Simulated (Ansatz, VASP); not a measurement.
# Zr3TiSi8 in VASP and in Ansatz

File POSCAR:

```
Zr3TiSi8
1.0
    4.3015641130     -4.4462632559      0.0000000000
    4.3015641130      4.4462632559      0.0000000000
    0.0000000000      0.0000000000      5.0394123805
Zr Ti Si
3 1 8
Direct
    0.5000000000      0.5000000000      0.0000000000
    0.0000000000      0.5000000000      0.2484824423
    0.5000000000      0.0000000000      0.7515175577
    0.0000000000      0.0000000000      0.5000000000
    0.8471411259      0.8471411259      0.0000000000
    0.3389681242      0.3389681242      0.5000000000
    0.1528588741      0.1528588741      0.0000000000
    0.6610318758      0.6610318758      0.5000000000
    0.6644694377      0.1523605435      0.2551042386
    0.1523605435      0.6644694377      0.7448957614
    0.3355305623      0.8476394565      0.2551042386
    0.8476394565      0.3355305623      0.7448957614
```

INCAR.step1

```
SYSTEM = Zr3TiSi8
PREC = Accurate ; ENCUT = 520
ISMEAR = 0 ; SIGMA = 0.1
LREAL = .FALSE. ; LASPH = .TRUE.
NELM = 100 ; NBANDS = 52
GGA = PE ; ALGO = Normal
EDIFF = 1E-4 ; LWAVE = .TRUE.
LCHARG = .FALSE.
```

File INCAR.step2:

```
SYSTEM = Zr3TiSi8
PREC = Accurate ; ENCUT = 520
EDIFF = 1E-6 ; ISMEAR = 0
SIGMA = 0.1 ; LREAL = .FALSE.
LASPH = .TRUE. ; NELM = 100
ALGO = Normal ; ISIF = 2
LWAVE = .FALSE. ; LCHARG = .FALSE.
METAGGA = R2SCAN ; LMIXTAU = .TRUE.
NBANDS = 52 ; ISTART = 1
```

The input KPOINTS:

```
Automatic mesh
0
G
  6 6 8
  0 0 0
```

Input for Ansatz:

```yaml
crystal:
  lattice:
    - [4.301564113, -4.4462632559, 0.0]
    - [4.301564113, 4.4462632559, 0.0]
    - [0.0, 0.0, 5.0394123805]
  atoms:
    - { symbol: Zr, position: [0.5, 0.5, 0.0] }
    - { symbol: Zr, position: [0.0, 0.5, 0.2484824423] }
    - { symbol: Zr, position: [0.5, 0.0, 0.7515175577] }
    - { symbol: Ti, position: [0.0, 0.0, 0.5] }
    - { symbol: Si, position: [0.8471411259, 0.8471411259, 0.0] }
    - { symbol: Si, position: [0.3389681242, 0.3389681242, 0.5] }
    - { symbol: Si, position: [0.1528588741, 0.1528588741, 0.0] }
    - { symbol: Si, position: [0.6610318758, 0.6610318758, 0.5] }
    - { symbol: Si, position: [0.6644694377, 0.1523605435, 0.2551042386] }
    - { symbol: Si, position: [0.1523605435, 0.6644694377, 0.7448957614] }
    - { symbol: Si, position: [0.3355305623, 0.8476394565, 0.2551042386] }
    - { symbol: Si, position: [0.8476394565, 0.3355305623, 0.7448957614] }
basis:
  ecutwfc: 500
kpoints:
  mp_grid: { grid: [6, 6, 8] }
  band_path:
    path:
      - [[0.0, 0.0, 0.0], [-0.5, 0.5, 0.0], [-0.48399278, 0.51600722, 0.0]]
      - [[0.48399278, 0.48399278, 0.0], [0.0, 0.0, 0.0], [0.0, 0.0, 0.5], [0.48399278, 0.48399278, 0.5]]
      - [[-0.48399278, 0.51600722, 0.5], [-0.5, 0.5, 0.5], [-0.5, 0.5, 0.0]]
      - [[0.0, 0.0, 0.0], [0.0, 0.5, 0.0], [0.0, 0.5, 0.5], [0.0, 0.0, 0.5], [-0.5, 0.5, 0.5]]
    npoints: 10
hamiltonian:
  xc: r2scan
scf:
  occupations: { method: gaussian, width: 0.1 }
  n_extra_bands: 30
output:
  forces: true
  stress: true
  eigenvalues: true
  populations: true
  dos: { projected: true, de: 0.02, nscf_kmesh: { grid: [8, 8, 10] } }
  bader: false
  write_density: true
  write_potential: true
  elf: true
  volumetric_format: npy
```

Alike in both runs: task single point; functional r2SCAN; k mesh 6 × 6 × 8; occupations gaussian, width 0.1 eV; no spin polarisation.

```csv
,VASP,Ansatz
version,VASP 6.6.1,Ansatz 0.2.0
potentials or method,"VASP PAW PBE potentials, release 64 (Zr_sv, Ti_sv, Si), cutoff 520 eV","scalar-relativistic, plane waves, PAW"
valence electrons in the cell,80,80
```

|  | VASP | Ansatz | Ansatz less VASP |
| --- | --- | --- | --- |
| gap on the k mesh at the Fermi level (eV) | none | none | - |
| pressure (GPa) | -1.0 | -1.0 | -0.05 |
| traceless stress, the component that is largest in VASP (GPa) | 0.57 | 0.56 | -0.014 |
| rms of the force components (eV/Å) | 0.029 | 0.028 | -0.0010 |

VASP's potentials were made for PBE, not for r2SCAN. Atom by atom the forces differ by 0.004 eV/Å (rms over components). A gap of «none» marks a metal or a gap that the smearing closes. The functional is the same, so the differences come from potentials, cutoffs and numerics.
